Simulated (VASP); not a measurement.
# HfBeC2N (Pc) in VASP: notebook, part 2 of 3

VASP 6.6.1.

## 3. Single point, PBE

This run uses another cell than the first one, of 9.91 Å³/atom.

Input file INCAR:

```
SYSTEM = HfBeC2N
PREC = Accurate ; ENCUT = 520
EDIFF = 1E-6 ; ISMEAR = 0
SIGMA = 0.1 ; LREAL = .FALSE.
LASPH = .TRUE. ; NELM = 100
ALGO = Fast ; ISIF = 2
LWAVE = .FALSE. ; LCHARG = .TRUE.
GGA = PE ; LELF = .TRUE.
LVHAR = .TRUE. ; NBANDS = 36
```

Input file KPOINTS:

```
Automatic mesh
0
G
  6 4 4
  0 0 0
```

Input file POSCAR:

```
HfBeC2N
1.0
    3.2259016749      0.0000000000     -0.0024211408
    0.0000000000      4.7895596649      0.0000000000
   -0.1699502556      0.0000000000      6.4166096492
Hf Be C N
2 2 4 2
Direct
    0.5905794512      0.9997754099      0.2049005527
    0.5905794512      0.0002245901      0.7049005527
    0.0459278987      0.6110614664      0.4781704099
    0.0459278987      0.3889385336      0.9781704099
    0.7878996088      0.4923642759      0.2507163925
    0.7878996088      0.5076357241      0.7507163925
    0.5003896615      0.5030249993      0.1058780746
    0.5003896615      0.4969750007      0.6058780746
    0.0765690526      0.9717101435      0.4624267056
    0.0765690526      0.0282898565      0.9624267056
```

Potentials or basis: VASP PAW PBE potentials, release 64 (Hf_pv, Be, C, N).

Started as:

```
> cat potpaw_PBE.64/Hf_pv/POTCAR potpaw_PBE.64/Be/POTCAR potpaw_PBE.64/C/POTCAR potpaw_PBE.64/N/POTCAR > POTCAR
> mpirun -np 1 vasp_std > vasp.out
```

OUTCAR:

```text
SYSTEM = HfBeC2N
   PREC = Accurate
   ENCUT = 520
   EDIFF = 1E-6
   ISMEAR = 0
   LREAL = .FALSE.
   LASPH = .TRUE.
   NELM = 100
   ISIF = 2
   GGA = PE

 ion  position               nearest neighbor table
   1  0.591  1.000  0.205-  10 2.24  10 2.25   9 2.25   9 2.38   5 2.46   7 2.48   7 2.51   5 2.53
                             4 2.80   4 2.92   3 2.93   3 3.13   2 3.21   2 3.21
   2  0.591  0.000  0.705-   9 2.24   9 2.25  10 2.25  10 2.38   6 2.46   8 2.48   8 2.51   6 2.53
                             3 2.80   3 2.92   4 2.93   4 3.13   1 3.21   1 3.21
   3  0.046  0.611  0.478-   9 1.73   8 1.75   5 1.76   6 2.02   8 2.04   2 2.80   2 2.92   1 2.93
                             1 3.13
   4  0.046  0.389  0.978-  10 1.73   7 1.75   6 1.76   5 2.02   7 2.04   1 2.80   1 2.92   2 2.93
                             2 3.13
   5  0.788  0.492  0.251-   7 1.30   3 1.76   4 2.02   1 2.46   1 2.53
   6  0.788  0.508  0.751-   8 1.30   4 1.76   3 2.02   2 2.46   2 2.53
   7  0.500  0.503  0.106-   5 1.30   4 1.75   4 2.04   1 2.48   1 2.51
   8  0.500  0.497  0.606-   6 1.30   3 1.75   3 2.04   2 2.48   2 2.51
   9  0.077  0.972  0.462-   3 1.73   2 2.24   2 2.25   1 2.25   1 2.38
  10  0.077  0.028  0.962-   4 1.73   1 2.24   1 2.25   2 2.25   2 2.38

  LATTYP: Found a simple monoclinic cell.
[... 1146 lines left out ...]

 [... further k-points ...]

------------------------ aborting loop because EDIFF is reached ----------------------------------------

  FORCE on cell =-STRESS in cart. coord.  units (eV):
  Direction    XX          YY          ZZ          XY          YZ          ZX
  --------------------------------------------------------------------------------------
  -------------------------------------------------------------------------------------
  Total       -0.5828641     -0.3940274     -0.6145156      0.0000000      0.0000000      0.0733341
  in kB       -9.4196369     -6.3678568     -9.9311563      0.0000000      0.0000000      1.1851479
  external PRESSURE =      -8.5728833 kB  Pullay stress =       0.0000000 kB

 VOLUME and BASIS-vectors are now :
 -----------------------------------------------------------------------------
  energy-cutoff  :      520.00
  volume of cell :       99.14
      direct lattice vectors                 reciprocal lattice vectors
     3.225901675  0.000000000 -0.002421141     0.309997012  0.000000000  0.008210578
     0.000000000  4.789559665  0.000000000     0.000000000  0.208787461  0.000000000
    -0.169950256  0.000000000  6.416609649     0.000116969  0.000000000  0.155848639

 POSITION                                       TOTAL-FORCE (eV/Angst)
 -----------------------------------------------------------------------------------
      1.87033      4.78848      1.31334         0.013151      0.011801     -0.027289
      1.78535      0.00108      4.52164         0.013151     -0.011801     -0.027289
      0.06689      2.92672      3.06812        -0.013930     -0.029085     -0.001786
     -0.01808      1.86284      6.27643        -0.013930      0.029085     -0.001786
      2.49908      2.35821      1.60684         0.057009      0.020350      0.069826
      2.41410      2.43135      4.81515         0.057009     -0.020350      0.069826
      1.59621      2.40927      0.67817        -0.046105     -0.017982     -0.053430
      1.51124      2.38029      3.88647        -0.046105      0.017982     -0.053430
      0.16841      4.65406      2.96703        -0.010124      0.053993      0.012679
      0.08344      0.13550      6.17533        -0.010124     -0.053993      0.012679
 -----------------------------------------------------------------------------------
    total drift:                                0.000054      0.000000     -0.000269

  FREE ENERGIE OF THE ION-ELECTRON SYSTEM (eV)
  ---------------------------------------------------
  free  energy   TOTEN  =       -82.9726213829 eV

  energy  without entropy=      -82.9626223341  energy(sigma->0) =      -82.96762186
```

OSZICAR:

```text
N       E                     dE             d eps       ncg     rms          rms(c)
DAV:   1     0.194670496430E+03    0.19467E+03   -0.25605E+04  3024   0.132E+03
DAV:   2    -0.799295312849E+02   -0.27460E+03   -0.26057E+03  3796   0.315E+02
DAV:   3    -0.954194982638E+02   -0.15490E+02   -0.15246E+02  3960   0.663E+01
DAV:   4    -0.957213682008E+02   -0.30187E+00   -0.30057E+00  3832   0.102E+01
DAV:   5    -0.957290293138E+02   -0.76611E-02   -0.76527E-02  3860   0.145E+00    0.591E+01
RMM:   6    -0.830073948526E+02    0.12722E+02   -0.36480E+01  3375   0.209E+01    0.482E+01
RMM:   7    -0.830220660220E+02   -0.14671E-01   -0.82992E+00  3665   0.132E+01    0.291E+01
RMM:   8    -0.829642642211E+02    0.57802E-01   -0.10623E+00  3624   0.480E+00    0.211E+00
RMM:   9    -0.829741449249E+02   -0.98807E-02   -0.24255E-01  4087   0.190E+00    0.184E+00
RMM:  10    -0.829752778866E+02   -0.11330E-02   -0.34611E-02  3667   0.858E-01    0.943E-01
RMM:  11    -0.829725755812E+02    0.27023E-02   -0.18057E-02  3805   0.504E-01    0.193E-01
RMM:  12    -0.829727276656E+02   -0.15208E-03   -0.31611E-03  4196   0.226E-01    0.295E-01
RMM:  13    -0.829726199236E+02    0.10774E-03   -0.67892E-04  3846   0.109E-01    0.523E-02
RMM:  14    -0.829726205153E+02   -0.59173E-06   -0.10684E-04  3973   0.507E-02    0.224E-02
RMM:  15    -0.829726215141E+02   -0.99886E-06   -0.18522E-05  3896   0.174E-02    0.988E-03
RMM:  16    -0.829726213829E+02    0.13128E-06   -0.24928E-06  2988   0.657E-03
   1 F= -.82972621E+02 E0= -.82967622E+02  d E =-.999905E-02
```

stdout:

```text
POSCAR found type information on POSCAR HfBeC N
 POSCAR found :  4 types and      10 ions
 scaLAPACK will be used
 LDA part: xc-table for (Slater+PW92), standard interpolation
 POSCAR, INCAR and KPOINTS ok, starting setup
 FFT: planning ... GRIDC
 FFT: planning ... GRID_SOFT
 FFT: planning ... GRID
 WAVECAR not read
 entering main loop
```

Wall time 5.7 min (1 thread of Oxide Virtual Turin-like, shared host); peak memory 0.26 GiB.

Results:

```
Free energy            : -82.9726 eV
Pressure               : -0.9 GPa
Largest force          : 0.092 eV/Å
Band gap on the k mesh : zero (bands 25 and 26 overlap by 2.12 eV)
```

Forces on the atoms (eV/Å):
```
Hf   0.013  0.012 -0.027
Hf   0.013 -0.012 -0.027
Be  -0.014 -0.029 -0.002
Be  -0.014  0.029 -0.002
C    0.057  0.020  0.070
C    0.057 -0.020  0.070
C   -0.046 -0.018 -0.053
C   -0.046  0.018 -0.053
N   -0.010  0.054  0.013
N   -0.010 -0.054  0.013
```

Levels at points of the mesh, in eV from the Fermi level:
```tsv
k point	band 23	band 24	band 25	band 26	band 27	band 28
(0.00, 0.00, 0.00)	-2.46	-2.17	-1.64	-0.12	0.17	0.69
(0.50, 0.00, 0.00)	-3.18	-3.08	-2.69	-0.46	0.81	2.28
(0.00, 0.50, 0.00)	-2.64	-2.55	-1.67	-1.00	0.58	1.89
(0.50, 0.50, 0.00)	-3.37	-2.61	0.60	1.12	1.18	1.29
(0.00, 0.00, 0.50)	-3.11	-3.11	-0.01	-0.01	0.58	0.58
(0.50, 0.00, 0.50)	-3.24	-3.24	-0.86	-0.86	0.90	0.90
(0.00, 0.50, 0.50)	-3.22	-3.22	0.36	0.36	1.39	1.39
(0.50, 0.50, 0.50)	-3.07	-3.07	0.85	0.85	1.97	1.97
```

Caveat: spin-orbit coupling is left out, which moves the levels of the heavy elements.

## 4. Single point, PBE

Input file INCAR:

```
SYSTEM = HfBeC2N
PREC = Accurate
ENCUT = 520
EDIFF = 1E-7
ISMEAR = 0
SIGMA = 0.1
LREAL = .False.
LASPH = .True.
NELM = 80
ALGO = Fast
ISIF = 2
LWAVE = .False.
LCHARG = .True.
GGA = PE
LELF = .True.
LVHAR = .True.
NBANDS = 36
```

Input file KPOINTS:

```
Automatic mesh
0
Gamma
  6 4 4
  0 0 0
```

Input file POSCAR:

```
HfBeC2N
1.0
    3.2134179540      0.0000000000      0.0000000000
    0.0000000000      4.8225637152      0.0000000000
   -0.1644672992      0.0000000000      6.4291455482
Hf Be C N
2 2 4 2
Direct
    0.5827361494      0.9982225139      0.2103537575
    0.5827361494      0.0017774861      0.7103537575
    0.0515844438      0.6116759734      0.4753056899
    0.0515844438      0.3883240266      0.9753056899
    0.7935592978      0.4954450493      0.2471661589
    0.7935592978      0.5045549507      0.7471661589
    0.5028650998      0.5073953977      0.1040236895
    0.5028650998      0.4926046023      0.6040236895
    0.0706206821      0.9705058942      0.4652428395
    0.0706206821      0.0294941058      0.9652428395
```

Potentials or basis: VASP PAW PBE potentials, release 64 (Hf_pv, Be, C, N).

Started as:

```
> cat potpaw_PBE.64/Hf_pv/POTCAR potpaw_PBE.64/Be/POTCAR potpaw_PBE.64/C/POTCAR potpaw_PBE.64/N/POTCAR > POTCAR
> mpirun -np 1 vasp_std > vasp.out
```

OUTCAR:

```text
SYSTEM = HfBeC2N
   PREC = Accurate
   ENCUT = 520
   EDIFF = 1E-7
   ISMEAR = 0
   LREAL = .False.
   LASPH = .True.
   NELM = 80
   ISIF = 2
   GGA = PE

 ion  position               nearest neighbor table
   1  0.583  0.998  0.210-   9 2.24  10 2.25  10 2.26   9 2.36   7 2.48   5 2.50   5 2.53   7 2.56
                             4 2.87   3 2.92   4 2.93   3 3.07   2 3.22   2 3.22
   2  0.583  0.002  0.710-  10 2.24   9 2.25   9 2.26  10 2.36   8 2.48   6 2.50   6 2.53   8 2.56
                             3 2.87   4 2.92   3 2.93   4 3.07   1 3.22   1 3.22
   3  0.052  0.612  0.475-   9 1.73   8 1.75   5 1.76   6 2.02   8 2.05   2 2.87   1 2.92   2 2.93
                             1 3.07
   4  0.052  0.388  0.975-  10 1.73   7 1.75   6 1.76   5 2.02   7 2.05   1 2.87   2 2.92   1 2.93
[... 1169 lines left out ...]
 -----------------------------------------------------------------------------
  energy-cutoff  :      520.00
  volume of cell :       99.63
      direct lattice vectors                 reciprocal lattice vectors
     3.213417954  0.000000000  0.000000000     0.311195124  0.000000000  0.007960844
     0.000000000  4.822563715  0.000000000     0.000000000  0.207358587  0.000000000
    -0.164467299  0.000000000  6.429145548     0.000000000  0.000000000  0.155541665

 POSITION                                       TOTAL-FORCE (eV/Angst)
 -----------------------------------------------------------------------------------
      1.83798      4.81399      1.35239         0.123565      0.197337     -0.201431
      1.75574      0.00857      4.56697         0.123565     -0.197337     -0.201431
      0.08759      2.94985      3.05581        -0.167426     -0.054787      0.094055
      0.00536      1.87272      6.27038        -0.167426      0.054787      0.094055
      2.50939      2.38932      1.58907        -0.009161      0.000968      0.142379
      2.42715      2.43325      4.80364        -0.009161     -0.000968      0.142379
      1.59881      2.44695      0.66878         0.006726     -0.124059     -0.082331
      1.51657      2.37562      3.88336         0.006726      0.124059     -0.082331
      0.15042      4.68033      2.99111         0.046295      0.037629      0.047328
      0.06818      0.14224      6.20569         0.046295     -0.037629      0.047328
 -----------------------------------------------------------------------------------
    total drift:                               -0.000212     -0.000000      0.000063

  FREE ENERGIE OF THE ION-ELECTRON SYSTEM (eV)
  ---------------------------------------------------
  free  energy   TOTEN  =       -82.9404703758 eV

  energy  without entropy=      -82.9273890361  energy(sigma->0) =      -82.93392971
```

OSZICAR:

```text
N       E                     dE             d eps       ncg     rms          rms(c)
DAV:   1     0.195690276954E+03    0.19569E+03   -0.25511E+04  3032   0.132E+03
DAV:   2    -0.801028414817E+02   -0.27579E+03   -0.26218E+03  3780   0.316E+02
DAV:   3    -0.954962999420E+02   -0.15393E+02   -0.15152E+02  3968   0.657E+01
DAV:   4    -0.957940215893E+02   -0.29772E+00   -0.29641E+00  3824   0.101E+01
DAV:   5    -0.958013721345E+02   -0.73505E-02   -0.73428E-02  3920   0.142E+00    0.582E+01
RMM:   6    -0.829609548131E+02    0.12840E+02   -0.36929E+01  3391   0.210E+01    0.477E+01
RMM:   7    -0.829969718369E+02   -0.36017E-01   -0.84139E+00  3687   0.132E+01    0.293E+01
RMM:   8    -0.829319057797E+02    0.65066E-01   -0.10206E+00  3616   0.476E+00    0.223E+00
RMM:   9    -0.829430687132E+02   -0.11163E-01   -0.27252E-01  4169   0.189E+00    0.186E+00
RMM:  10    -0.829428069797E+02    0.26173E-03   -0.34327E-02  3654   0.842E-01    0.643E-01
RMM:  11    -0.829403590138E+02    0.24480E-02   -0.14667E-02  3852   0.466E-01    0.157E-01
RMM:  12    -0.829405911734E+02   -0.23216E-03   -0.31086E-03  4282   0.211E-01    0.281E-01
RMM:  13    -0.829404657548E+02    0.12542E-03   -0.58742E-04  3871   0.101E-01    0.269E-02
RMM:  14    -0.829404703403E+02   -0.45855E-05   -0.84361E-05  4027   0.468E-02    0.269E-02
RMM:  15    -0.829404711769E+02   -0.83663E-06   -0.16568E-05  4240   0.167E-02    0.199E-02
RMM:  16    -0.829404704189E+02    0.75806E-06   -0.28751E-06  3859   0.731E-03    0.661E-03
RMM:  17    -0.829404703758E+02    0.43066E-07   -0.78239E-07  3597   0.361E-03
   1 F= -.82940470E+02 E0= -.82933930E+02  d E =-.130813E-01
```

stdout:

```text
POSCAR found type information on POSCAR HfBeC N
 POSCAR found :  4 types and      10 ions
 scaLAPACK will be used
 LDA part: xc-table for (Slater+PW92), standard interpolation
 POSCAR, INCAR and KPOINTS ok, starting setup
 FFT: planning ... GRIDC
 FFT: planning ... GRID_SOFT
 FFT: planning ... GRID
 WAVECAR not read
 entering main loop
```

Wall time 5.4 min (1 thread of Oxide Virtual Turin-like, shared host); peak memory 0.26 GiB.

What came out:

* Free energy: -82.9405 eV
* Pressure: -1.8 GPa
* Largest force: 0.308 eV/Å
* Band gap on the k mesh: zero (bands 25 and 26 overlap by 2.07 eV)

Forces on the atoms (eV/Å):
```
Hf   0.124  0.197 -0.201
Hf   0.124 -0.197 -0.201
Be  -0.167 -0.055  0.094
Be  -0.167  0.055  0.094
C   -0.009  0.001  0.142
C   -0.009 -0.001  0.142
C    0.007 -0.124 -0.082
C    0.007  0.124 -0.082
N    0.046  0.038  0.047
N    0.046 -0.038  0.047
```

Caveat: spin-orbit coupling is left out, which moves the levels of the heavy elements.

(Continued in part 3 of 3.)
